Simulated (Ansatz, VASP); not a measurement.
**Two plane-wave programs on CsSnI3**

The input INCAR:

```
ALGO     = Normal         # electronic algorithm
EDIFF    = 1E-7           # SCF threshold, eV
ENCUT    = 520            # plane-wave cutoff, eV
GGA      = PS             # functional
ISIF     = 2              # what is computed and relaxed
ISMEAR   = 0              # smearing method
LASPH    = T              # aspherical terms in the spheres
LCHARG   = F              # write CHGCAR
LREAL    = F              # projectors in reciprocal space
LWAVE    = F              # write WAVECAR
NBANDS   = 30             # bands
NELM     = 60             # most SCF steps
PREC     = Accurate       # precision mode
SIGMA    = 0.03           # smearing width, eV
```

The input KPOINTS:

```
k-points
0
Gamma
  6 6 6
```

File POSCAR:

```
CsSnI3
1.0
    6.2057000000      0.0000000000      0.0000000000
    0.0000000000      6.2057000000      0.0000000000
    0.0000000000      0.0000000000      6.2057000000
Cs Sn I
1 1 3
Direct
    0.0000000000      0.0000000000      0.0000000000
    0.5000000000      0.5000000000      0.5000000000
   -0.0704997019      0.5000000000      0.5000000000
    0.4295002981      0.0000000000      0.5000000000
    0.4295002981      0.5000000000      0.0000000000
```

Input for Ansatz:

```yaml
crystal:
  lattice:
    - [6.2057, 0.0, 0.0]
    - [0.0, 6.2057, 0.0]
    - [0.0, 0.0, 6.2057]
  atoms:
    - { symbol: Cs, position: [0.0, 0.0, 0.0] }
    - { symbol: Sn, position: [0.5, 0.5, 0.5] }
    - { symbol: I, position: [-0.0704997019, 0.5, 0.5] }
    - { symbol: I, position: [0.4295002981, 0.0, 0.5] }
    - { symbol: I, position: [0.4295002981, 0.5, 0.0] }
basis:
  ecutwfc: 420
kpoints:
  mp_grid: { grid: [6, 6, 6] }
hamiltonian:
  xc: pbesol
scf:
  occupations: { method: gaussian, width: 0.03 }
output:
  forces: true
  stress: true
  eigenvalues: true
  write_density: true
  write_potential: true
  elf: true
  volumetric_format: npy
```

Change from the starting cell: all I atoms moved +0.438 Å, as atom 3 towards its neighbour atom 2 (Sn) at 3.103 Å.

Alike in both runs: task single point; functional PBEsol; k mesh 6 × 6 × 6; occupations gaussian, width 0.03 eV; no spin polarisation.

|  | VASP | Ansatz |
| --- | --- | --- |
| version | VASP 6.6.1 | Ansatz 0.2.0 |
| potentials or method | VASP PAW PBE potentials, release 64 (Cs_sv, Sn_d, I), cutoff 520 eV | scalar-relativistic, plane waves, PAW |
| valence electrons in the cell | 44 | 74 |

|  | VASP | Ansatz | Ansatz less VASP |
| --- | --- | --- | --- |
| gap on the k mesh at the Fermi level (eV) | 0.43 | 0.44 | +0.010 |
| least direct gap on the mesh (eV) | 0.43 | 0.44 | +0.010 |
| pressure (GPa) | 0.5 | 0.5 | -0.01 |
| traceless stress, the component that is largest in VASP (GPa) | 1.73 | 1.72 | -0.014 |
| rms of the force components (eV/Å) | 0.590 | 0.583 | -0.0075 |

VASP's potentials were made for PBE, not for PBEsol. Atom by atom the forces differ by 0.008 eV/Å (rms over components). VASP's potentials hold 44 valence electrons a cell and Ansatz's 74, so a difference there can come from the potentials and not from the codes.

Spin-orbit coupling is off throughout.
